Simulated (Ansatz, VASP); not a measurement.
## Bi in VASP and in Ansatz

File INCAR:

```
PREC = Accurate
ENCUT = 520
EDIFF = 1E-6
ISMEAR = -1
SIGMA = 0.1
LREAL = False
LASPH = True
NELM = 60
ALGO = Normal
ISIF = 2
LWAVE = False
LCHARG = False
GGA = PE
NBANDS = 14
```

Contents of KPOINTS:

```
Automatic mesh
0
Gamma
  18 18 18
```

POSCAR

```
Bi
1.0
   -2.0446507920      2.0446507920      2.0446507920
    2.0446507920     -2.0446507920      2.0446507920
    2.0446507920      2.0446507920     -2.0446507920
Bi
1
Direct
    0.0000000000      0.0000000000      0.0000000000
```

Input for Ansatz:

```yaml
crystal:
  lattice:
    - [-2.044650792, 2.044650792, 2.044650792]
    - [2.044650792, -2.044650792, 2.044650792]
    - [2.044650792, 2.044650792, -2.044650792]
  atoms:
    - { symbol: Bi, position: [0.0, 0.0, 0.0] }
hamiltonian:
  xc: pbe
  pseudopotentials:
    kind: paw
    azcp:
      Bi: "pseudopotentials/Bi.paw.azcp"
basis:
  ecutwfc: 420
  fft_grid_basis: typed
kpoints:
  mp_grid: { grid: [18, 18, 18], shift: [0, 0, 0] }
magnetization:
  spin_polarized: false
scf:
  occupations: { method: fermi_dirac, width: 0.1 }
output:
  stress: true
```

Alike in both runs: task single point; functional PBE; k mesh 18 × 18 × 18; occupations fermi-dirac, width 0.1 eV; no spin polarisation.

```csv
,VASP,Ansatz
version,VASP 6.6.1,Ansatz 0.2.0
potentials or method,"VASP PAW PBE potentials, release 64 (Bi_d), cutoff 520 eV","plane waves (420 eV) with PAW, scalar-relativistic"
valence electrons in the cell,15,15
```

|  | VASP | Ansatz | Ansatz less VASP |
| --- | --- | --- | --- |
| pressure (GPa) | -3.4 | -3.3 | +0.06 |

Spin-orbit coupling is off throughout.
